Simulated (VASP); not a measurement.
# NaI (Fm-3m) in VASP: notebook

The runs below take NaI through single point, with LDA.

All numbers are computed with VASP 6.6.1; they aren't measurements. Logs are shortened: lines on timing, memory, paths and dates and some standing lists are left out, and cuts for length are marked.

## 1. The cell of the first run

It takes space group Fm-3m (No. 225, cubic). Conventional cell: a = 6.385 Å, b = 6.385 Å, c = 6.385 Å, α = 90.00°, β = 90.00°, γ = 90.00°. Na (site symmetry m-3m) has 6 I at 3.19 Å within 4.2 Å. I (site symmetry m-3m) has 6 Na at 3.19 Å within 4.2 Å.

## 2. Single point, LDA (volume scaled by 0.96)

The input, INCAR:

```
SYSTEM = NaI
ALGO     = Normal         ! electronic algorithm
EDIFF    = 1E-7           ! SCF threshold, eV
ENCUT    = 520            ! plane-wave cutoff, eV
ISIF     = 2              ! what is computed and relaxed
ISMEAR   = -1             ! smearing method
LASPH    = .TRUE.         ! aspherical terms in the spheres
LCHARG   = .FALSE.        ! write CHGCAR
LREAL    = .FALSE.        ! projectors in reciprocal space
LWAVE    = .FALSE.        ! write WAVECAR
NBANDS   = 14             ! bands
NELM     = 60             ! most SCF steps
PREC     = Accurate       ! precision mode
SIGMA    = 0.02           ! smearing width, eV
```

The input, KPOINTS:

```
k-points
0
G
  8 8 8
  0 0 0
```

The input, POSCAR:

```
NaI
1.0
    0.0000000000      3.1926595029      3.1926595029
    3.1926595029      0.0000000000      3.1926595029
    3.1926595029      3.1926595029      0.0000000000
Na I
1 1
Direct
    0.0000000000      0.0000000000      0.0000000000
    0.5000000000      0.5000000000      0.5000000000
```

Potentials or basis: VASP PAW LDA potentials, release 64 (Na_pv, I).

The run is started by

```console
$ cat potpaw_LDA.64/Na_pv/POTCAR potpaw_LDA.64/I/POTCAR > POTCAR
$ mpirun -np 1 vasp_std > vasp.out
```

OUTCAR:

```text
SYSTEM = NaI
   EDIFF = 1E-7
   ENCUT = 520
   ISIF = 2
   ISMEAR = -1
   LASPH = .TRUE.
   LREAL = .FALSE.
   NELM = 60
   PREC = Accurate

 ion  position               nearest neighbor table
   1  0.000  0.000  0.000-
   2  0.500  0.500  0.500-

  LATTYP: Found a face centered cubic cell.
 ALAT       =     6.3853190058

  Lattice vectors:

 A1 = (   0.0000000000,   3.1926595029,   3.1926595029)
 A2 = (   3.1926595029,   0.0000000000,   3.1926595029)
 A3 = (   3.1926595029,   3.1926595029,   0.0000000000)

Analysis of symmetry for initial positions (statically):
=====================================================================
 Subroutine PRICEL returns:
 Original cell was already a primitive cell.

 Routine SETGRP: Setting up the symmetry group for a
 face centered cubic supercell.

 Subroutine GETGRP returns: Found 48 space group operations
 (whereof 48 operations were pure point group operations)
 out of a pool of 48 trial point group operations.

The static configuration has the point symmetry O_h .

Analysis of symmetry for dynamics (positions and initial velocities):
=====================================================================
 Subroutine PRICEL returns:
 Original cell was already a primitive cell.

 Routine SETGRP: Setting up the symmetry group for a
 face centered cubic supercell.

 Subroutine GETGRP returns: Found 48 space group operations
 (whereof 48 operations were pure point group operations)
 out of a pool of 48 trial point group operations.

The dynamic configuration has the point symmetry O_h .

 Subroutine INISYM returns: Found 48 space group operations
 (whereof 48 operations are pure point group operations),
 and found     1 'primitive' translations

----------------------------------------------------------------------------------------

                                     Primitive cell

  volume of cell :      65.0860

  direct lattice vectors                    reciprocal lattice vectors
     0.000000000  3.192659503  3.192659503    -0.156609247  0.156609247  0.156609247
     3.192659503  0.000000000  3.192659503     0.156609247 -0.156609247  0.156609247
     3.192659503  3.192659503  0.000000000     0.156609247  0.156609247 -0.156609247

  length of vectors
     4.515102369  4.515102369  4.515102369     0.271255172  0.271255172  0.271255172

  position of ions in fractional coordinates (direct lattice)
     0.000000000  0.000000000  0.000000000
     0.500000000  0.500000000  0.500000000

  ion indices of the primitive-cell ions
   primitive index   ion index
                 1           1
                 2           2

[... 79 lines left out ...]
   POTIM  = 0.5000    time-step for ionic-motion
   TEBEG  =    0.0;   TEEND  =   0.0 temperature during run
   PSTRESS=    0.0 pullay stress
   NELECT =      14.0000    total number of electrons
   NUPDOWN=      -1.0000    fix difference up-down
   EMIN   =  10.00;   EMAX   =-10.00  energy-range for DOS
   EFERMI =   0.00;   METHOD = LEGACY
   ISMEAR =    -1;   SIGMA  =   0.02  broadening in eV -4-tet -1-fermi 0-gaus
   EFERMI_NEDOS =   21; number of points for ismear=-14 and -15
   IALGO  =     38    algorithm
   IMIX   =      4    mixing-type and parameters
     AMIX     =   0.40;   BMIX     =  1.00
     AMIX_MAG =   1.60;   BMIX_MAG =  1.00
  volume/ion in A,a.u.               =      32.54       219.61
  Fermi-wavevector in a.u.,A,eV,Ry     =   0.980893  1.853619 13.090856  0.962151
  Thomas-Fermi vector in A             =   2.111858
   LORBIT       =      0    0 simple, 1 ext, 2 COOP (PROOUT), +10 PAW based schemes
   GGA     = CA    functional components
   LHFCALC =     F    Hartree Fock is set to
   AEXX    =    0.0000 exact exchange contribution
   IVDW    =     0    specifies the selected vdW correction
   LEPSILON=     F    determine dielectric tensor
   LRPA    =     F    only Hartree local field effects (RPA)
 non-spin polarized calculation
  energy-cutoff  :      520.00
  volume of cell :       65.09
 maximum number of plane-waves:      1807
 NGX is ok and might be reduce to    36
   NGX = 17   NGY = 17   NGZ = 17

 number of electron      14.0000006 magnetization

 Free energy of the ion-electron system (eV)
  ---------------------------------------------------
  ext. energy  EPLUGINS =         0.00000000
  ---------------------------------------------------
  free energy    TOTEN  =        -6.00458761 eV

  energy without entropy =       -6.00458761  energy(sigma->0) =       -6.00458761

 E-fermi :   1.3431     XC(G=0):  -8.2640

 val. band max:        0.9123446528   @ k =   0.0000   0.0000   0.0000
 cond. band min:       4.3685215685   @ k =   0.0000   0.0000   0.0000
 fundamental gap:      3.4561769156
 Fermi energy:         1.3430948780

 k-point     1 :       0.0000    0.0000    0.0000
  band No.  band energies     occupation
      1     -21.4353      2.00000
      2     -21.4353      2.00000
      3     -21.4353      2.00000
      4     -10.2799      2.00000
      5       0.9123      2.00000
      6       0.9123      2.00000
      7       0.9123      2.00000
      8       4.3685      0.00000
      9       8.7107      0.00000
     10       8.7107      0.00000
     11       8.7107      0.00000
     12      10.6461      0.00000
     13      10.6461      0.00000
     14      11.1370      0.00000
[... 377 lines left out ...]
      1     -21.4410      2.00000
      2     -21.4373      2.00000
      3     -21.4363      2.00000
      4      -9.8736      2.00000
      5      -1.1889      2.00000
      6      -0.1030      2.00000
      7       0.3714      2.00000
      8       6.8892      0.00000
      9       7.0750      0.00000
     10       9.0937      0.00000
     11       9.1521      0.00000
     12      11.3347      0.00000
     13      12.3153      0.00000
     14      13.5523      0.00000

 [... further k-points ...]
[... 5 lines left out ...]
  --------------------------------------------------------------------------------------
  -------------------------------------------------------------------------------------
  Total       -0.4229303     -0.4229303     -0.4229303     -0.0000000      0.0000000     -0.0000000
  in kB      -10.4109783    -10.4109783    -10.4109783     -0.0000000      0.0000000     -0.0000000
  external PRESSURE =     -10.4109783 kB  Pullay stress =       0.0000000 kB

 VOLUME and BASIS-vectors are now :
 -----------------------------------------------------------------------------
  energy-cutoff  :      520.00
  volume of cell :       65.09
      direct lattice vectors                 reciprocal lattice vectors
     0.000000000  3.192659503  3.192659503    -0.156609247  0.156609247  0.156609247
     3.192659503  0.000000000  3.192659503     0.156609247 -0.156609247  0.156609247
     3.192659503  3.192659503  0.000000000     0.156609247  0.156609247 -0.156609247

 POSITION                                       TOTAL-FORCE (eV/Angst)
 -----------------------------------------------------------------------------------
      0.00000      0.00000      0.00000         0.000000     -0.000000     -0.000000
      3.19266      3.19266      3.19266        -0.000000      0.000000      0.000000
 -----------------------------------------------------------------------------------
    total drift:                                0.000000      0.000000      0.000000

  FREE ENERGIE OF THE ION-ELECTRON SYSTEM (eV)
  ---------------------------------------------------
  free  energy   TOTEN  =        -6.0045876058 eV

  energy  without entropy=       -6.0045876058  energy(sigma->0) =       -6.00458761
```

OSZICAR:

```text
N       E                     dE             d eps       ncg     rms          rms(c)
DAV:   1     0.851880951523E+02    0.85188E+02   -0.66311E+03   812   0.902E+02
DAV:   2     0.388129631348E+00   -0.84800E+02   -0.78897E+02   854   0.226E+02
DAV:   3    -0.591946661846E+01   -0.63076E+01   -0.62695E+01  1076   0.596E+01
DAV:   4    -0.607360293916E+01   -0.15414E+00   -0.15410E+00   980   0.951E+00
DAV:   5    -0.607714447555E+01   -0.35415E-02   -0.35414E-02  1134   0.137E+00    0.167E+00
DAV:   6    -0.601869668379E+01    0.58448E-01   -0.56461E-02   950   0.159E+00    0.108E+00
DAV:   7    -0.600504069757E+01    0.13656E-01   -0.42702E-02  1040   0.115E+00    0.493E-01
DAV:   8    -0.600463673989E+01    0.40396E-03   -0.29516E-03   944   0.461E-01    0.998E-02
DAV:   9    -0.600458831019E+01    0.48430E-04   -0.13880E-04  1016   0.116E-01    0.308E-02
DAV:  10    -0.600458768987E+01    0.62032E-06   -0.17402E-05  1142   0.467E-02    0.522E-03
DAV:  11    -0.600458760583E+01    0.84044E-07   -0.89062E-07  1098   0.114E-02
   1 F= -.60045876E+01 E0= -.60045876E+01  d E =-.386506E-11
```

Run time: 16 s. Hardware: 1 thread of Intel Xeon Platinum 8488C (Sapphire Rapids), shared host; peak memory 0.18 GiB.

Results:

| Property | Result |
| --- | --- |
| Free energy | -6.0046 eV |
| Pressure | -1.0 GPa |
| Band gap on the k mesh | 3.46 eV, direct |

Caveat: spin-orbit coupling is left out, which moves the levels of the heavy elements.

[end of part 1 of 2]
